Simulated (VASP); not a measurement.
Input of a VASP 6.6.1 run:

POSCAR

```
CeO2
1.0
    0.0000000000      2.7036500000      2.7036500000
    2.7036500000      0.0000000000      2.7036500000
    2.7036500000      2.7036500000      0.0000000000
Ce O
1 2
Direct
    0.0000000000      0.0000000000      0.0000000000
    0.2500000000      0.2500000000      0.2500000000
    0.7500000000      0.7500000000      0.7500000000
```

The input INCAR.step1:

```
PREC     = Accurate       # precision mode
ENCUT    = 600            # plane-wave cutoff, eV
ISMEAR   = 0              # smearing method
SIGMA    = 0.01           # smearing width, eV
LREAL    = F              # projectors in reciprocal space
LASPH    = T              # aspherical terms in the spheres
NELM     = 80             # most SCF steps
GGA      = PE             # functional
ALGO     = Normal         # electronic algorithm
EDIFF    = 1E-4           # SCF threshold, eV
LWAVE    = T              # write WAVECAR
LCHARG   = F              # write CHGCAR
```

The input INCAR.step2:

```
PREC     = Accurate       # precision mode
ENCUT    = 600            # plane-wave cutoff, eV
EDIFF    = 1E-6           # SCF threshold, eV
ISMEAR   = 0              # smearing method
SIGMA    = 0.01           # smearing width, eV
LREAL    = F              # projectors in reciprocal space
LASPH    = T              # aspherical terms in the spheres
NELM     = 80             # most SCF steps
ALGO     = Normal         # electronic algorithm
ISIF     = 3              # what is computed and relaxed
LWAVE    = F              # write WAVECAR
LCHARG   = F              # write CHGCAR
METAGGA  = R2SCAN         # meta-GGA
LMIXTAU  = T            
IBRION   = 2              # ionic algorithm
NSW      = 80             # ionic steps
EDIFFG   = -0.003         # ionic threshold
ISTART   = 1
```

Contents of KPOINTS:

```
regular mesh
0
Gamma
  8 8 8
```

Potentials or basis: VASP PAW PBE potentials, release 64 (Ce, O).

The run is started by

```console
$ cat potpaw_PBE.64/Ce/POTCAR potpaw_PBE.64/O/POTCAR > POTCAR
$ cp INCAR.step1 INCAR
$ mpirun -np 1 vasp_std > vasp.out
$ cp INCAR.step2 INCAR
$ mpirun -np 1 vasp_std > vasp.out
```

(1) What does it give for the space group after relaxing (to 0.1 Å)?

(2) Estimate the relaxed cell.

(3) What does it give for the relaxed volume?

(4) Estimate the band gap on the k mesh.

## Answers

(1) Fm-3m (No. 225).

(2) a = 3.843 Å, b = 3.843 Å, c = 3.843 Å, α = 60.00°, β = 60.00°, γ = 60.00°.

(3) 13.38 Å³/atom.

(4) 2.17 eV (least direct gap 2.30 eV).

Caveat: the PAW data sets were made with another functional, which shifts forces and pressure a little; spin-orbit coupling is left out, which moves the levels of the heavy elements; semilocal functionals describe open f shells poorly, which spoils levels, moments and volumes.
